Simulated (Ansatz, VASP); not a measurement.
**Ag in VASP and in Ansatz**

```
Ag
1.0
    -1.52320    1.52320    1.78811
     1.52320   -1.52320    1.78811
     1.52320    1.52320   -1.78811
Ag
1
Direct
  0.00000 0.00000 0.00000
```

Change from the starting cell: strain -0.080 along x and y, +0.080 along z, atoms carried along.

Alike in both runs: task single point; functional PBEsol; k mesh 20 × 20 × 20; occupations gaussian, width 0.15 eV; no spin polarisation.

|  | VASP | Ansatz |
| --- | --- | --- |
| version | VASP 6.6.1 | Ansatz 0.2.0 |
| potentials or method | VASP PAW PBE potentials, release 64 (Ag), cutoff 520 eV | scalar-relativistic, plane waves, PAW |
| valence electrons in the cell | 11 | 19 |

|  | VASP | Ansatz | Ansatz less VASP |
| --- | --- | --- | --- |
| gap on the k mesh at the Fermi level (eV) | none | none | - |
| pressure (GPa) | 0.8 | 1.1 | +0.24 |
| traceless stress, the component that is largest in VASP (GPa) | 1.49 | 1.50 | +0.013 |

VASP's potentials were made for PBE, not for PBEsol. A gap of «none» marks a metal or a gap that the smearing closes. With one functional, cell and mesh, what is left measures potentials, basis and numerics. VASP's potentials hold 11 valence electrons a cell and Ansatz's 19, so a difference there can come from the potentials and not from the codes.
